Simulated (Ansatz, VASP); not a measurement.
## Cs: VASP beside Ansatz

```xyz
1
Lattice="-3.2642 3.2642 3.2642 3.2642 -3.2642 3.2642 3.2642 3.2642 -3.2642" Properties=species:S:1:pos:R:3 pbc="T T T"
Cs    0.0000    0.0000    0.0000
```

Alike in both runs: task single point; functional revPBE; k mesh 12 × 12 × 12; occupations fermi-dirac, width 0.1 eV; no spin polarisation.

|  | VASP | Ansatz |
| --- | --- | --- |
| version | VASP 6.6.1 | Ansatz 0.2.0 |
| potentials or method | VASP PAW PBE potentials, release 64 (Cs_sv), cutoff 520 eV | plane waves (420 eV) with PAW, scalar-relativistic |
| valence electrons in the cell | 9 | 9 |

```csv
,VASP,Ansatz,Ansatz less VASP
pressure (GPa),-0.1,-0.1,0.00
```

VASP's potentials were made for PBE, not for revPBE.

Spin-orbit coupling is off throughout.
